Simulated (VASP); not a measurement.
Here is a VASP 6.6.1 calculation.

File INCAR:

```
ALGO = Normal
EDIFF = 1E-6
ENCUT = 400
GGA = PS
GGA_COMPAT = False
ISIF = 2
ISMEAR = 0
ISPIN = 2
LASPH = True
LCHARG = False
LORBIT = 11
LREAL = Auto
LWAVE = False
MAGMOM = 0 0 0 0 0 0 0 0 0 0 0 0 0 0 0 0 0 0 0 0 0 0 0 0 0 0 0 0 0 0 0 0 0 0 0 0 0 0 0 0 0 0 0 0 0 0 0.12 0 0 0 0 0 0 0 0 0 0 0 0 0 0 0 0
NBANDS = 168
NELM = 200
PREC = Accurate
SIGMA = 0.05
```

The input KPOINTS:

```
k-points
0
Gamma
  1 1 1
```

POSCAR

```
Si62P
1.0
   10.8600000000      0.0000000000      0.0000000000
    0.0000000000     10.8600000000      0.0000000000
    0.0000000000      0.0000000000     10.8600000000
Si P
62 1
Direct
    0.4993000921     -0.0005328729     -0.0012670350
    0.6221937385      0.1343158379      0.1188087477
    0.7460417127      0.2596722836     -0.0103859116
    0.8762369245      0.3731255985      0.1232656538
    0.7468954880      0.0065952118      0.2438483425
    0.8741334254      0.1236943831      0.3750788214
   -0.0019693370     -0.0029206262      0.0026586556
    0.1249323204      0.1243611418      0.1248189687
    0.2504639042      0.2499902394      0.0005476059
    0.3777685083      0.3768183241      0.1227926335
    0.5021807551      0.5024287293     -0.0034776243
    0.6257485267      0.6252442910      0.1260484346
    0.7496265193      0.7490890424     -0.0006906077
    0.8724220074      0.8726534991      0.1288959484
    0.2472642726     -0.0021653775      0.2511709024
    0.3729373849      0.1224519337      0.3780317680
    0.4952027624      0.2501166667      0.2527578269
    0.6249093002      0.3771236648      0.3768883057
    0.7498196133      0.4972022099      0.2499813076
    0.8585164825      0.6132392265      0.3993390424
    0.5023531308     -0.0023796501      0.5001444751
    0.6240661142      0.1260103131      0.6251590239
    0.7503740331      0.2499668508      0.4999442910
    0.8820875691      0.3690486188      0.6248619705
    0.7463461326     -0.0054850829      0.7463201657
    0.8708585635      0.1201746777      0.8769816759
    0.0017372007      0.4986856354      0.0022147330
    0.1151753223      0.6288005525      0.1357559853
    0.2405193370      0.7527081031      0.0065160221
    0.3754435543      0.8754826888      0.1267671271
    0.0004975138      0.2483523020      0.2505831492
    0.1309322284      0.3757785451      0.3691380295
    0.2547655617      0.5041928177      0.2484105893
    0.3804901473      0.6285905157      0.3791233886
    0.5044593002      0.7526845304      0.2529965009
    0.6293557090      0.8818219153      0.3722488029
   -0.0088868324     -0.0073708103      0.5023917127
    0.1222612339      0.1238875691      0.6248545120
    0.2508830571      0.2526182320      0.5004837937
    0.3821116022      0.3836523020      0.6229645488
    0.5148886740      0.5137245856      0.5042071823
    0.8607656538      0.8597709024      0.6210133517
    0.2524879374      0.0020602210      0.7474321363
    0.3771488950      0.1276891344      0.8743115101
    0.5015808471      0.2549418048      0.7489624309
    0.6288641805      0.3930548803      0.8574051565
    0.7618883057      0.5160413444      0.7264941989
    0.8778728361      0.6250204420      0.8755154696
   -0.0181813076      0.7460422652      0.2680725599
    0.1199775322      0.8733552486      0.3764149171
    0.0056162983      0.4928567219      0.5007220994
    0.1249457643      0.6245046961      0.6254360958
    0.2488924494      0.7508225599      0.5001745856
    0.3772412523      0.8724929098      0.6252622468
   -0.0007418969      0.2438926335      0.7562265193
    0.1265495396      0.3745034070      0.8747966851
    0.2512598527      0.5008371087      0.7503170350
    0.3684220994      0.6280290976      0.8815123389
    0.4931546961      0.7457219153      0.7531395028
    0.6222295580      0.8706039595      0.8724119705
   -0.0022948435      0.7499753223      0.7483422652
    0.1247116943      0.8796962247      0.8725387661
    0.7138483425      0.6605729282      0.5627681400
```

Potentials or basis: VASP PAW PBE potentials, release 64 (Si, P).

Run with:

```console
$ cat potpaw_PBE.64/Si/POTCAR potpaw_PBE.64/P/POTCAR > POTCAR
$ mpirun -np 1 vasp_gam > vasp.out
```

Q: Estimate the pressure.

A: -0.6 GPa.

Q: Predict the net moment.

A: 0.91 μB per cell.

Forces on the atoms (eV/Å):
```
Si   0.003 -0.004 -0.007
Si   0.002 -0.003  0.009
Si   0.005  0.004 -0.003
Si  -0.014  0.000  0.011
Si   0.008  0.010 -0.016
Si  -0.004 -0.003  0.008
Si   0.009  0.001 -0.006
Si   0.002 -0.001  0.008
Si   0.004 -0.002 -0.006
Si  -0.004 -0.005  0.002
Si   0.000  0.005 -0.006
Si   0.008  0.004  0.001
Si  -0.004 -0.003 -0.003
Si  -0.008  0.000  0.009
Si   0.002 -0.001 -0.014
Si  -0.009 -0.003  0.004
Si   0.004 -0.001 -0.009
Si   0.004 -0.005  0.003
Si   0.007 -0.001 -0.009
Si  -0.002 -0.009  0.001
Si  -0.004 -0.001  0.005
Si   0.005  0.002  0.003
Si  -0.004 -0.001 -0.003
Si  -0.004  0.005  0.001
Si  -0.004  0.004 -0.007
Si  -0.011 -0.006  0.010
Si   0.006  0.000 -0.010
Si  -0.001  0.006  0.008
Si   0.006 -0.004 -0.009
Si  -0.005  0.004  0.004
Si   0.003 -0.001 -0.006
Si  -0.010  0.000  0.019
Si   0.005  0.003 -0.005
Si  -0.008  0.007 -0.004
Si  -0.009 -0.011 -0.002
Si   0.007 -0.004  0.012
Si   0.008  0.011 -0.007
Si   0.000 -0.001  0.004
Si  -0.001  0.000 -0.008
Si  -0.010 -0.009  0.017
Si   0.021  0.013  0.000
Si  -0.001 -0.008  0.001
Si   0.004  0.000 -0.008
Si  -0.005  0.001  0.008
Si  -0.001  0.000 -0.005
Si  -0.003 -0.009  0.010
Si  -0.001  0.019 -0.027
Si  -0.006  0.009  0.004
Si   0.004 -0.004 -0.006
Si  -0.001 -0.001  0.004
Si   0.003 -0.003 -0.013
Si   0.001  0.005  0.001
Si  -0.004 -0.005  0.001
Si  -0.003  0.012 -0.008
Si   0.009  0.007 -0.009
Si   0.000 -0.005  0.007
Si   0.003  0.003 -0.008
Si  -0.013 -0.003  0.015
Si   0.005 -0.013 -0.002
Si   0.010  0.004  0.010
Si   0.001 -0.004  0.001
Si   0.001  0.001  0.011
P   -0.005 -0.003  0.015
```

Caveat: the k points lie up to 0.58 Å⁻¹ apart; the PAW data sets were made with another functional, which shifts forces and pressure a little.
